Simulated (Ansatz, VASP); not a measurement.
Two plane-wave programs on Ca3Si2N

File INCAR:

```
ALGO = Normal ; EDIFF = 1E-6
EDIFFG = -0.04 ; ENCUT = 600
GGA = PE ; IBRION = 2
ISIF = 3 ; ISMEAR = 0
LASPH = True ; LCHARG = False
LREAL = False ; LWAVE = False
NELM = 100 ; NSW = 90
PREC = Accurate ; SIGMA = 0.1
```

The input KPOINTS:

```
k-points
0
Gamma
  6 6 2
```

The input POSCAR:

```
Ca3Si2N
1.0
    4.2165615600      0.0000000000      0.0000000000
   -2.1082807800      3.6516494300      0.0000000000
    0.0000000000      0.0000000000      8.5107336200
Ca Si N
3 2 1
Direct
    0.0000000000      0.0000000000      0.5000000000
    0.3333333300      0.6666666700      0.0000000000
    0.3333333300      0.6666666700      0.5000000000
    0.6666666700      0.3333333300      0.2494100000
    0.6666666700      0.3333333300      0.7505900000
    0.0000000000      0.0000000000      0.0000000000
```

Input for Ansatz:

```yaml
crystal:
  lattice:
    - [4.21656156, 0.0, 0.0]
    - [-2.10828078, 3.65164943, 0.0]
    - [0.0, 0.0, 8.51073362]
  atoms:
    - { symbol: Ca, position: [0.0, 0.0, 0.5] }
    - { symbol: Ca, position: [0.33333333, 0.66666667, 0.0] }
    - { symbol: Ca, position: [0.33333333, 0.66666667, 0.5] }
    - { symbol: Si, position: [0.66666667, 0.33333333, 0.24941] }
    - { symbol: Si, position: [0.66666667, 0.33333333, 0.75059] }
    - { symbol: "N", position: [0.0, 0.0, 0.0] }
basis:
  ecutwfc: 420
kpoints:
  mp_grid: { grid: [6, 6, 2] }
hamiltonian:
  xc: pbe
scf:
  occupations: { method: gaussian, width: 0.1 }
  lower_state_search: "off"
output:
  forces: true
  stress: true
  eigenvalues: true
relax:
  adjacent_minimum: "off"
  f_tol: 0.04
  max_steps: 70
  cell: { stress_tol: 0.4 }
```

Change from the starting cell: species swapped into the La2Al3Ge type (P-6m2, No. 187).

Alike in both runs: task relaxation of cell and atoms; functional PBE; k mesh 6 × 6 × 2; occupations gaussian, width 0.1 eV; no spin polarisation.

```csv
,VASP,Ansatz
version,VASP 6.6.1,Ansatz 0.2.0
potentials or method,"VASP PAW PBE potentials, release 64 (Ca_sv, Si, N), cutoff 600 eV","scalar-relativistic, plane waves, PAW"
valence electrons in the cell,43,43
```

```csv
,VASP,Ansatz,Ansatz less VASP
"gap on the k mesh at the Fermi level, each at its own relaxed structure (eV)",none,none,-
relaxed volume (Å³/atom),19.03,21.72,+2.694
relaxed length of the cell vector where the two differ most in proportion (Å),5.214,6.529,+1.3156
```

A gap of «none» marks a metal or a gap that the smearing closes. One of these differences is far larger than is usual between the two programs; its cause wasn't traced.

The k mesh is coarse, so the values compare programs but aren't converged.
